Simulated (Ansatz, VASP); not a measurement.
## Si: VASP beside Ansatz

File INCAR:

```
PREC = Accurate
ENCUT = 520
EDIFF = 1E-7
ISMEAR = 0
SIGMA = 0.03
LREAL = F
LASPH = T
NELM = 80
ALGO = Normal
ISIF = 2
LWAVE = F
LCHARG = F
NBANDS = 26
```

KPOINTS

```
Automatic mesh
0
Gamma
  10 10 3
```

The input POSCAR:

```
Si
1.0
   -3.8016851185      0.0000000000      0.0000000000
   -1.9008425592     -3.2923558898      0.0000000000
   -1.4256319194     -0.8230889725     12.5773876662
Si
8
Direct
    0.1067038276      0.1067038276      0.9065180230
    0.2317038276      0.2317038276      0.4065180230
    0.6275371609      0.6275371609      0.1565180230
    0.5025371609      0.5025371609      0.6565180230
    0.3099628391      0.3099628391      0.0934819770
    0.1849628391      0.1849628391      0.5934819770
    0.5807961724      0.5807961724      0.3434819770
    0.4557961724      0.4557961724      0.8434819770
```

Input for Ansatz:

```yaml
crystal:
  lattice:
    - [-3.8016851185, 0.0, 0.0]
    - [-1.9008425592, -3.2923558898, 0.0]
    - [-1.4256319194, -0.8230889725, 12.5773876662]
  atoms:
    - { symbol: Si, position: [0.1067038276, 0.1067038276, 0.906518023] }
    - { symbol: Si, position: [0.2317038276, 0.2317038276, 0.406518023] }
    - { symbol: Si, position: [0.6275371609, 0.6275371609, 0.156518023] }
    - { symbol: Si, position: [0.5025371609, 0.5025371609, 0.656518023] }
    - { symbol: Si, position: [0.3099628391, 0.3099628391, 0.093481977] }
    - { symbol: Si, position: [0.1849628391, 0.1849628391, 0.593481977] }
    - { symbol: Si, position: [0.5807961724, 0.5807961724, 0.343481977] }
    - { symbol: Si, position: [0.4557961724, 0.4557961724, 0.843481977] }
basis:
  ecutwfc: 420
kpoints:
  mp_grid: { grid: [10, 10, 3] }
hamiltonian:
  xc: lda
  pseudopotentials: { kind: paw, azcp: { folder: soft_1 } }
scf:
  occupations: { method: gaussian, width: 0.03 }
output:
  forces: true
  stress: true
  eigenvalues: true
```

Alike in both runs: task single point; functional LDA; k mesh 10 × 10 × 3; occupations gaussian, width 0.03 eV; no spin polarisation.

```csv
,VASP,Ansatz
version,VASP 6.6.1,Ansatz 0.2.0
potentials or method,"VASP PAW LDA potentials, release 64 (Si), cutoff 520 eV","scalar-relativistic, plane waves, PAW"
valence electrons in the cell,32,32
```

|  | VASP | Ansatz | Ansatz less VASP |
| --- | --- | --- | --- |
| gap on the k mesh at the Fermi level (eV) | none | none | - |
| pressure (GPa) | -0.9 | -1.0 | -0.05 |
| traceless stress, the component that is largest in VASP (GPa) | 2.92 | 2.91 | -0.005 |
| rms of the force components (eV/Å) | 0.338 | 0.337 | -0.0003 |

Ansatz warns that its potentials were made for another functional, while VASP's fit it. LDA's correlation is that of Perdew and Zunger in VASP and of Perdew and Wang (1992) in Ansatz. Atom by atom the forces differ by 0.001 eV/Å (rms over components). A gap of «none» marks a metal or a gap that the smearing closes.
